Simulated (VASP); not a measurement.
Wanted: the native input for a VASP 6.6.1 run.

| Item | Value |
| --- | --- |
| Task | single point |
| Functional | LDA |
| Potentials or basis | VASP PAW LDA potentials, release 64 (Al) |
| Cutoff | 520 eV |
| k mesh | 9 × 9 × 9 |
| Occupations | methfessel-paxton, width 0.1 eV |
| Spin | no spin polarisation |
| Dipole correction | no |
| Further INCAR settings | ALGO = Normal; EDIFF = 1e-06; NBANDS = 8 |

The structure of Al lies in POSCAR:

```
Al
1.0
    2.8235196928      0.0000000000      0.0000000000
    1.4117598464      2.4452397820      0.0000000000
    1.4117598464      0.8150799273      2.3053941753
Al
1
Direct
    0.0000000000      0.0000000000      0.0000000000
```

One way to write it, as run:

INCAR

```
SYSTEM = Al
PREC = Accurate
ENCUT = 520
EDIFF = 1E-6
ISMEAR = 1
SIGMA = 0.1
LREAL = .False.
LASPH = .True.
NELM = 80
ALGO = Normal
ISIF = 2
LWAVE = .False.
LCHARG = .False.
NBANDS = 8
```

KPOINTS

```
Automatic mesh
0
Gamma
  9 9 9
  0 0 0
```

Potentials or basis: VASP PAW LDA potentials, release 64 (Al).

Run with:

```console
$ cat potpaw_LDA.64/Al/POTCAR > POTCAR
$ mpirun -np 1 vasp_std > vasp.out
```

Results of the run:

| Property | Result |
| --- | --- |
| Pressure | 0.0 GPa |

Run time: 9.8 s on 1 thread of AMD EPYC 7R13, on a shared host, peak memory 0.09 GiB.
